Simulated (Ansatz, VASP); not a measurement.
## One calculation of Mo, two programs

```
Mo
1.0
     3.12958    0.00000    0.00000
     0.00000    3.12958    0.00000
     0.00000    0.00000   28.51832
Mo
9
Cartesian
  0.0000 0.0000 8.0000
  1.5648 1.5648 9.5648
  0.0000 0.0000 11.1296
  1.5648 1.5648 12.6944
  0.0000 0.0000 14.2592
  1.5648 1.5648 15.8239
  0.0000 0.0000 17.3887
  1.5648 1.5648 18.9535
  0.0000 0.0000 20.5183
```

Alike in both runs: task single point; functional PBEsol; k mesh 11 × 11 × 1; occupations fermi-dirac, width 0.03 eV; no spin polarisation.

|  | VASP | Ansatz |
| --- | --- | --- |
| version | VASP 6.6.1 | Ansatz 0.2.0 |
| potentials or method | VASP PAW PBE potentials, release 64 (Mo_sv) | plane-wave PAW, scalar-relativistic |
| plane-wave cutoff (eV) | 520 | 420 |
| valence electrons in the cell | 126 | 126 |

|  | VASP | Ansatz | Ansatz less VASP |
| --- | --- | --- | --- |
| rms of the force components (eV/Å) | 0.603 | 0.605 | +0.0023 |

VASP's potentials were made for PBE, not for PBEsol, and Ansatz warns of the same on its side. Atom by atom the forces differ by 0.006 eV/Å (rms over components).
